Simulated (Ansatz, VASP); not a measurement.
NbAs: VASP beside Ansatz

```
Nb As
1.0
     0.00000    2.87236    2.87236
     2.87236    0.00000    2.87236
     2.87236    2.87236    0.00000
Nb As
1 1
Cartesian
  0.0000 0.0000 0.0000
  1.4362 1.4362 1.4362
```

Alike in both runs: task single point; functional r2SCAN; k mesh 12 × 12 × 12; occupations gaussian, width 0.1 eV; no spin polarisation.

|  | VASP | Ansatz |
| --- | --- | --- |
| version | VASP 6.6.1 | Ansatz 0.2.0 |
| potentials or method | VASP PAW PBE potentials, release 64 (Nb_sv, As), cutoff 520 eV | scalar-relativistic, plane waves, PAW |
| valence electrons in the cell | 18 | 28 |

```csv
,VASP,Ansatz,Ansatz less VASP
gap on the k mesh at the Fermi level (eV),none,none,-
pressure (GPa),2.3,2.3,+0.03
```

VASP's potentials were made for PBE, not for r2SCAN. A gap of «none» marks a metal or a gap that the smearing closes. With one functional, cell and mesh, what is left measures potentials, basis and numerics. VASP's potentials hold 18 valence electrons a cell and Ansatz's 28, so a difference there can come from the potentials and not from the codes.
